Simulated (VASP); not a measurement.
Write the native input for VASP 6.6.1 that does the following.

```yaml
Task: single point
Functional: PBE
Potentials_or_basis: VASP PAW PBE potentials, release 64 (Si, Ti_sv)
Cutoff: 520 eV
k_mesh: 1 × 1 × 1, shifted
Occupations: fermi-dirac, width 0.05 eV
Spin: no spin polarisation
Dipole_correction: no
Further_INCAR_settings: LREAL = Auto; ALGO = Normal; EDIFF = 1e-06; NBANDS = 82; ISYM = 0
```

The structure of TiSi5 lies in POSCAR:

```
TiSi5
1.0
    7.3792880000     -0.0073480000     -0.0270630000
   -0.0073480000      7.1740870000     -0.0200730000
   -0.0270630000     -0.0200730000      7.3139990000
Si Ti
20 4
Direct
    0.9039812015      0.7861546509     -0.0019226246
    0.5604554477      0.6114632141      0.2141716873
    0.1980751397      0.8143956819      0.4346643843
    0.9836995800      0.1386627876      1.0380450202
    0.8042242252      0.2054982462      0.3033356563
    0.5005124339      0.7729657756      0.5976663533
    0.5511568634      0.7087598375      0.9090736674
    0.1655665770      0.4251809663      0.0201095715
    0.6043167064      0.4462930606      0.6433380786
    0.5386981440      0.1562984413      0.4735346787
    0.1953174669      0.1507631747      0.4764080698
    0.3034036676      0.3223409472      0.7303137946
    0.2489620286      0.7433109339      0.1195603308
    0.9541988281      0.5362616639      0.3065998318
    0.5134697306      0.2741057558      0.1453974982
    0.9978503383      0.9839959087      0.7298387071
    0.8454932584      0.6947060055      0.6021341290
    0.7780349720      0.8581511106      0.2880847574
    0.3371297313      1.0388663513      0.9308203223
    0.6836366532      0.1164769130      0.8049691147
    0.3038108564      0.4651417607      0.3763790265
    0.7678674083      0.4374246674      0.9814342634
    0.1663326632      0.6843576800      0.7699059807
    0.9494322265      0.3372010932      0.6065137720
```

One way to write it, as run:

INCAR

```
SYSTEM = TiSi5
  ALGO = Normal
  EDIFF = 1E-6
  ENCUT = 520
  GGA = PE
  ISIF = 2
  ISMEAR = -1
  ISYM = 0
  LASPH = .TRUE.
  LCHARG = .TRUE.
  LELF = .TRUE.
  LREAL = Auto
  LVHAR = .TRUE.
  LWAVE = .FALSE.
  NBANDS = 82
  NELM = 80
  PREC = Accurate
  SIGMA = 0.05
```

KPOINTS

```
Automatic mesh
0
Gamma
  1 1 1
  0.25 0.25 0.25
```

Potentials or basis: VASP PAW PBE potentials, release 64 (Si, Ti_sv).

Launch:

```bash
$ cat potpaw_PBE.64/Si/POTCAR potpaw_PBE.64/Ti_sv/POTCAR > POTCAR
$ mpirun -np 1 vasp_std > vasp.out
```

Results of the run:

| Item | Value |
| --- | --- |
| Pressure | -2.1 GPa |
| Largest force | 2.151 eV/Å |
| Band gap on the k mesh | 0.29 eV |

Caveat: the k points lie up to 0.88 Å⁻¹ apart.

Wall time 52 s on 1 thread of Intel(R) Xeon(R) 6975P-C (Granite Rapids) (shared host), peak memory 0.37 GiB.
